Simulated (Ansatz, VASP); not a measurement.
**One calculation of GaN, two programs**

```
Ga N
1.0
     0.00000    2.10852    2.04526
     2.10852    0.00000    2.04526
     2.10852    2.10852    0.00000
Ga N
1 1
Cartesian
  0.0000 0.0000 0.0000
  2.1085 2.1085 2.0453
```

Change from the starting cell: uniaxial_z strain -3.0%.

Alike in both runs: task single point; functional r2SCAN; k mesh 10 × 10 × 10; occupations fermi-dirac, width 0.02 eV; non-collinear spin, spin-orbit coupling.

|  | VASP | Ansatz |
| --- | --- | --- |
| version | VASP 6.6.1 | Ansatz 0.2.0 |
| potentials or method | VASP PAW PBE potentials, release 64 (Ga_d, N) | plane waves, PAW |
| plane-wave cutoff (eV) | 520 | 500 |
| valence electrons in the cell | 18 | 18 |

```tsv
	VASP	Ansatz	Ansatz less VASP
pressure (GPa)	9.8	8.3	-1.49
traceless stress, the component that is largest in VASP (GPa)	5.11	4.85	-0.260
```

VASP's potentials were made for PBE, not for r2SCAN.
